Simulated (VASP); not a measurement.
# HfN in VASP: a series of runs, part 2 of 3

VASP 6.6.1. Earlier steps stand in the parts before.

**3. Electric field gradients, PBEsol (equal xy, yz and zx shear strains of +1 %)**

INCAR reads:

```
SYSTEM = HfN
  PREC = Accurate
  ENCUT = 520
  EDIFF = 1E-8
  ISMEAR = -1
  SIGMA = 0.01
  LREAL = .FALSE.
  LASPH = .TRUE.
  NELM = 80
  ALGO = Normal
  ISIF = 2
  LWAVE = .FALSE.
  LCHARG = .FALSE.
  GGA = PS
  LEFG = .TRUE.
  NBANDS = 14
```

KPOINTS reads:

```
regular mesh
0
G
  10 10 10
  0 0 0
```

POSCAR reads:

```
HfN
1.0
    0.0225900000      2.2702950000      2.2702950000
    2.2702950000      0.0225900000      2.2702950000
    2.2702950000      2.2702950000      0.0225900000
Hf N
1 1
Direct
    0.0000000000      0.0000000000      0.0000000000
    0.5000000000      0.5000000000      0.5000000000
```

Potentials or basis: VASP PAW PBE potentials, release 64 (Hf_pv, N).

Launch:

```
> cat potpaw_PBE.64/Hf_pv/POTCAR potpaw_PBE.64/N/POTCAR > POTCAR
> mpirun -np 1 vasp_std > vasp.out
```

OUTCAR:

```text
SYSTEM = HfN
   PREC = Accurate
   ENCUT = 520
   EDIFF = 1E-8
   ISMEAR = -1
   LREAL = .FALSE.
   LASPH = .TRUE.
   NELM = 80
   ISIF = 2
   GGA = PS

 ion  position               nearest neighbor table
   1  0.000  0.000  0.000-   2 2.26   2 2.26   2 2.26   2 2.26   2 2.26   2 2.26
   2  0.500  0.500  0.500-   1 2.26   1 2.26   1 2.26   1 2.26   1 2.26   1 2.26

  LATTYP: Found a trigonal (rhomboedric) cell.
 ALAT       =     3.2107614490
 COS(alpha) =     0.5099250056

  Lattice vectors:

 A1 = (   0.0225900000,   2.2702950000,   2.2702950000)
 A2 = (   2.2702950000,   0.0225900000,   2.2702950000)
 A3 = (   2.2702950000,   2.2702950000,   0.0225900000)

Analysis of symmetry for initial positions (statically):
=====================================================================
 Subroutine PRICEL returns:
 Original cell was already a primitive cell.

 Routine SETGRP: Setting up the symmetry group for a
 trigonal (rhombohedral) supercell.

 Subroutine GETGRP returns: Found 12 space group operations
 (whereof 12 operations were pure point group operations)
 out of a pool of 12 trial point group operations.

The static configuration has the point symmetry D_3d.

Analysis of symmetry for dynamics (positions and initial velocities):
=====================================================================
 Subroutine PRICEL returns:
 Original cell was already a primitive cell.

 Routine SETGRP: Setting up the symmetry group for a
 trigonal (rhombohedral) supercell.

 Subroutine GETGRP returns: Found 12 space group operations
 (whereof 12 operations were pure point group operations)
 out of a pool of 12 trial point group operations.

The dynamic configuration has the point symmetry D_3d.

 Subroutine INISYM returns: Found 12 space group operations
[... 166 lines left out ...]
     14      17.7417      0.00000
[... 377 lines left out ...]
      1     -23.5360      2.00000
      2     -23.1148      2.00000
      3     -23.0997      2.00000
      4      -7.8220      2.00000
      5       1.6046      2.00000
      6       3.6172      2.00000
      7       4.0543      2.00000
      8       5.7264      2.00000
      9      12.2774      0.00000
     10      12.7684      0.00000
     11      12.9421      0.00000
     12      13.0556      0.00000
     13      17.3652      0.00000
     14      19.4835      0.00000

 [... further k-points ...]
[... 5 lines left out ...]
  --------------------------------------------------------------------------------------
  -------------------------------------------------------------------------------------
  Total       -0.7417687     -0.7417687     -0.7417687     -0.1466131     -0.1466131     -0.1466131
  in kB      -51.5504980    -51.5504980    -51.5504980    -10.1891323    -10.1891323    -10.1891323
  external PRESSURE =     -51.5504980 kB  Pullay stress =       0.0000000 kB

 VOLUME and BASIS-vectors are now :
 -----------------------------------------------------------------------------
  energy-cutoff  :      520.00
  volume of cell :       23.05
      direct lattice vectors                 reciprocal lattice vectors
     0.022590000  2.270295000  2.270295000    -0.223550354  0.221347887  0.221347887
     2.270295000  0.022590000  2.270295000     0.221347887 -0.223550354  0.221347887
     2.270295000  2.270295000  0.022590000     0.221347887  0.221347887 -0.223550354

 POSITION                                       TOTAL-FORCE (eV/Angst)
 -----------------------------------------------------------------------------------
      0.00000      0.00000      0.00000        -0.000000      0.000000     -0.000000
      2.28159      2.28159      2.28159         0.000000     -0.000000      0.000000
 -----------------------------------------------------------------------------------
    total drift:                                0.000000     -0.000000     -0.000000

  FREE ENERGIE OF THE ION-ELECTRON SYSTEM (eV)
  ---------------------------------------------------
  free  energy   TOTEN  =       -22.9768963706 eV

  energy  without entropy=      -22.9764442683  energy(sigma->0) =      -22.97667032

 Electric field gradients (V/A^2)
---------------------------------------------------------------------
 ion       V_xx      V_yy      V_zz      V_xy      V_xz      V_yz
---------------------------------------------------------------------
   1       0.000    -0.000    -0.000    -3.949    -3.949    -3.949
   2      -0.000    -0.000     0.000     0.548     0.548     0.548
---------------------------------------------------------------------

 Electric field gradients after diagonalization (V/A^2)
 (convention: |V_zz| > |V_xx| > |V_yy|)
----------------------------------------------------------------------
 ion       V_xx      V_yy      V_zz     asymmetry (V_yy - V_xx)/ V_zz
----------------------------------------------------------------------
   1       3.949     3.949    -7.898       0.000
   2      -0.548    -0.548     1.097       0.000
----------------------------------------------------------------------

           NMR quadrupolar parameters

 Cq : quadrupolar parameter    Cq=e*Q*V_zz/h
 eta: asymmetry parameters     (V_yy - V_xx)/ V_zz
 Q  : nuclear electric quadrupole moment in mb (millibarn)
----------------------------------------------------------------------
 ion       Cq(MHz)       eta       Q (mb)
----------------------------------------------------------------------
   1      -0.019       0.000       1.000
   2       0.003       0.000       1.000
----------------------------------------------------------------------
```

OSZICAR:

```text
N       E                     dE             d eps       ncg     rms          rms(c)
DAV:   1     0.357268536186E+02    0.35727E+02   -0.78127E+03  3256   0.101E+03
DAV:   2    -0.237728170242E+02   -0.59500E+02   -0.55421E+02  4242   0.233E+02
DAV:   3    -0.257025737151E+02   -0.19298E+01   -0.19229E+01  3752   0.342E+01
DAV:   4    -0.257096614546E+02   -0.70877E-02   -0.70870E-02  3892   0.244E+00
DAV:   5    -0.257097048742E+02   -0.43420E-04   -0.43419E-04  3742   0.163E-01    0.502E+01
DAV:   6    -0.231011269861E+02    0.26086E+01   -0.72529E+00  3614   0.208E+01    0.420E+01
DAV:   7    -0.230089386460E+02    0.92188E-01   -0.44445E-01  4166   0.582E+00    0.258E+01
DAV:   8    -0.229821392332E+02    0.26799E-01   -0.10668E-01  3782   0.276E+00    0.516E+00
DAV:   9    -0.229770052886E+02    0.51339E-02   -0.12683E-02  3908   0.915E-01    0.195E+00
DAV:  10    -0.229769363358E+02    0.68953E-04   -0.95937E-04  4304   0.283E-01    0.483E-01
DAV:  11    -0.229768976467E+02    0.38689E-04   -0.76593E-05  3986   0.864E-02    0.875E-02
DAV:  12    -0.229768965547E+02    0.10920E-05   -0.75451E-06  4320   0.234E-02    0.202E-02
DAV:  13    -0.229768963845E+02    0.17018E-06   -0.13607E-07  3920   0.337E-03    0.364E-03
DAV:  14    -0.229768963649E+02    0.19662E-07   -0.71653E-09  2788   0.712E-04    0.175E-03
DAV:  15    -0.229768963706E+02   -0.57798E-08   -0.80427E-10  2044   0.303E-04
   1 F= -.22976896E+02 E0= -.22976670E+02  d E =-.452102E-03
```

Run time: 11 s. Hardware: 1 thread of Intel Xeon 6975P-C (Granite Rapids), shared host; peak memory 0.16 GiB.

What came out:

```yaml
Free_energy: -22.9769 eV
Pressure: -5.2 GPa
```

Stress tensor (GPa, compression positive):
```
-5.16 -1.02 -1.02
-1.02 -5.16 -1.02
-1.02 -1.02 -5.16
```

Levels at points of the mesh, in eV from the Fermi level:
| k point | band 3 | band 4 | band 5 | band 6 | band 7 | band 8 | band 9 | band 10 | band 11 | band 12 |
| --- | --- | --- | --- | --- | --- | --- | --- | --- | --- | --- |
| (0.00, 0.00, 0.00) | -31.09 | -17.48 | -3.08 | -3.00 | -3.00 | -0.57 | -0.33 | -0.33 | 1.78 | 1.91 |
| (0.50, 0.00, 0.00) | -31.18 | -14.70 | -8.94 | -6.31 | -6.17 | 3.19 | 3.67 | 3.83 | 4.35 | 8.83 |
| (0.50, 0.50, 0.00) | -31.39 | -16.37 | -5.43 | -3.88 | -3.74 | -3.66 | 4.05 | 5.46 | 5.52 | 5.62 |
| (0.50, 0.50, 0.50) | -31.17 | -14.73 | -8.96 | -6.13 | -6.13 | 3.20 | 3.59 | 3.59 | 4.41 | 8.76 |

Electric field gradients, principal values (V/Å²):
```
atom   least  middle  greatest (by size)
1 Hf   3.949   3.949              -7.898
 2 N  -0.548  -0.548               1.097
```

Caveat: the cell differs from its parent crystal (equal xy, yz and zx shear strains of +1 %); without QUAD_EFG the Cq values of the log hold for a quadrupole moment of 1 mb, not for the nuclei; the PAW data sets were made with another functional, which shifts forces and pressure a little; spin-orbit coupling is left out, which moves the levels of the heavy elements.

**4. Electric field gradients, PBEsol (equal xy, yz and zx shear strains of +1 %)**

INCAR reads:

```
PREC = Accurate
ENCUT = 520
EDIFF = 1E-8
ISMEAR = -1
SIGMA = 0.01
LREAL = F
LASPH = T
NELM = 80
ALGO = Normal
ISIF = 2
LWAVE = F
LCHARG = F
GGA = PS
LEFG = T
NBANDS = 14
```

KPOINTS reads:

```
regular mesh
0
Gamma
  10 10 10
```

POSCAR is that of step 3.

Potentials or basis: VASP PAW PBE potentials, release 64 (Hf_pv, N).

Launch:

```
> cat potpaw_PBE.64/Hf_pv/POTCAR potpaw_PBE.64/N/POTCAR > POTCAR
> mpirun -np 1 vasp_std > vasp.out
```

OUTCAR:

```text
PREC = Accurate
   ENCUT = 520
   EDIFF = 1E-8
   ISMEAR = -1
   LREAL = F
   LASPH = T
   NELM = 80
   ISIF = 2
   GGA = PS

 ion  position               nearest neighbor table
   1  0.000  0.000  0.000-   2 2.26   2 2.26   2 2.26   2 2.26   2 2.26   2 2.26
   2  0.500  0.500  0.500-   1 2.26   1 2.26   1 2.26   1 2.26   1 2.26   1 2.26

  LATTYP: Found a trigonal (rhomboedric) cell.
 ALAT       =     3.2107614490
 COS(alpha) =     0.5099250056

  Lattice vectors:

 A1 = (   0.0225900000,   2.2702950000,   2.2702950000)
 A2 = (   2.2702950000,   0.0225900000,   2.2702950000)
 A3 = (   2.2702950000,   2.2702950000,   0.0225900000)

Analysis of symmetry for initial positions (statically):
=====================================================================
 Subroutine PRICEL returns:
 Original cell was already a primitive cell.

 Routine SETGRP: Setting up the symmetry group for a
 trigonal (rhombohedral) supercell.

[... 596 lines left out ...]
      direct lattice vectors                 reciprocal lattice vectors
     0.022590000  2.270295000  2.270295000    -0.223550354  0.221347887  0.221347887
     2.270295000  0.022590000  2.270295000     0.221347887 -0.223550354  0.221347887
     2.270295000  2.270295000  0.022590000     0.221347887  0.221347887 -0.223550354

 POSITION                                       TOTAL-FORCE (eV/Angst)
 -----------------------------------------------------------------------------------
      0.00000      0.00000      0.00000        -0.000000      0.000000     -0.000000
      2.28159      2.28159      2.28159         0.000000     -0.000000      0.000000
 -----------------------------------------------------------------------------------
    total drift:                                0.000000     -0.000000     -0.000000

  FREE ENERGIE OF THE ION-ELECTRON SYSTEM (eV)
  ---------------------------------------------------
  free  energy   TOTEN  =       -22.9768963706 eV

  energy  without entropy=      -22.9764442683  energy(sigma->0) =      -22.97667032

 Electric field gradients (V/A^2)
---------------------------------------------------------------------
 ion       V_xx      V_yy      V_zz      V_xy      V_xz      V_yz
---------------------------------------------------------------------
   1       0.000    -0.000    -0.000    -3.949    -3.949    -3.949
   2      -0.000    -0.000     0.000     0.548     0.548     0.548
---------------------------------------------------------------------

 Electric field gradients after diagonalization (V/A^2)
 (convention: |V_zz| > |V_xx| > |V_yy|)
----------------------------------------------------------------------
 ion       V_xx      V_yy      V_zz     asymmetry (V_yy - V_xx)/ V_zz
----------------------------------------------------------------------
   1       3.949     3.949    -7.898       0.000
   2      -0.548    -0.548     1.097       0.000
----------------------------------------------------------------------

           NMR quadrupolar parameters

 Cq : quadrupolar parameter    Cq=e*Q*V_zz/h
 eta: asymmetry parameters     (V_yy - V_xx)/ V_zz
 Q  : nuclear electric quadrupole moment in mb (millibarn)
----------------------------------------------------------------------
 ion       Cq(MHz)       eta       Q (mb)
----------------------------------------------------------------------
   1      -0.019       0.000       1.000
   2       0.003       0.000       1.000
----------------------------------------------------------------------
```

OSZICAR:

```text
N       E                     dE             d eps       ncg     rms          rms(c)
DAV:   1     0.357268536186E+02    0.35727E+02   -0.78127E+03  3256   0.101E+03
DAV:   2    -0.237728170242E+02   -0.59500E+02   -0.55421E+02  4242   0.233E+02
DAV:   3    -0.257025737151E+02   -0.19298E+01   -0.19229E+01  3752   0.342E+01
DAV:   4    -0.257096614546E+02   -0.70877E-02   -0.70870E-02  3892   0.244E+00
DAV:   5    -0.257097048742E+02   -0.43420E-04   -0.43419E-04  3742   0.163E-01    0.502E+01
DAV:   6    -0.231011269861E+02    0.26086E+01   -0.72529E+00  3614   0.208E+01    0.420E+01
DAV:   7    -0.230089386460E+02    0.92188E-01   -0.44445E-01  4166   0.582E+00    0.258E+01
DAV:   8    -0.229821392332E+02    0.26799E-01   -0.10668E-01  3782   0.276E+00    0.516E+00
DAV:   9    -0.229770052886E+02    0.51339E-02   -0.12683E-02  3908   0.915E-01    0.195E+00
DAV:  10    -0.229769363358E+02    0.68953E-04   -0.95937E-04  4304   0.283E-01    0.483E-01
DAV:  11    -0.229768976467E+02    0.38689E-04   -0.76593E-05  3986   0.864E-02    0.875E-02
DAV:  12    -0.229768965547E+02    0.10920E-05   -0.75451E-06  4320   0.234E-02    0.202E-02
DAV:  13    -0.229768963845E+02    0.17018E-06   -0.13607E-07  3920   0.337E-03    0.364E-03
DAV:  14    -0.229768963649E+02    0.19662E-07   -0.71653E-09  2788   0.712E-04    0.175E-03
DAV:  15    -0.229768963706E+02   -0.57798E-08   -0.80427E-10  2044   0.303E-04
   1 F= -.22976896E+02 E0= -.22976670E+02  d E =-.452102E-03
```

Wall time 11 s (1 thread of Intel Xeon 6975P-C (Granite Rapids), shared host); peak memory 0.16 GiB.

Results:

```yaml
Free_energy: -22.9769 eV
Pressure: -5.2 GPa
```

Stress tensor (GPa, compression positive):
```
-5.16 -1.02 -1.02
-1.02 -5.16 -1.02
-1.02 -1.02 -5.16
```

Levels at points of the mesh, in eV from the Fermi level:
| k point | band 3 | band 4 | band 5 | band 6 | band 7 | band 8 | band 9 | band 10 | band 11 | band 12 |
| --- | --- | --- | --- | --- | --- | --- | --- | --- | --- | --- |
| (0.00, 0.00, 0.00) | -31.09 | -17.48 | -3.08 | -3.00 | -3.00 | -0.57 | -0.33 | -0.33 | 1.78 | 1.91 |
| (0.50, 0.00, 0.00) | -31.18 | -14.70 | -8.94 | -6.31 | -6.17 | 3.19 | 3.67 | 3.83 | 4.35 | 8.83 |
| (0.50, 0.50, 0.00) | -31.39 | -16.37 | -5.43 | -3.88 | -3.74 | -3.66 | 4.05 | 5.46 | 5.52 | 5.62 |
| (0.50, 0.50, 0.50) | -31.17 | -14.73 | -8.96 | -6.13 | -6.13 | 3.20 | 3.59 | 3.59 | 4.41 | 8.76 |

Electric field gradients, principal values (V/Å²):
| atom | least | middle | greatest (by size) |
| --- | --- | --- | --- |
| 1 Hf | 3.949 | 3.949 | -7.898 |
| 2 N | -0.548 | -0.548 | 1.097 |

Caveat: the cell differs from its parent crystal (equal xy, yz and zx shear strains of +1 %); without QUAD_EFG the Cq values of the log hold for a quadrupole moment of 1 mb, not for the nuclei; the PAW data sets were made with another functional, which shifts forces and pressure a little; spin-orbit coupling is left out, which moves the levels of the heavy elements.

[end of part 2 of 3]
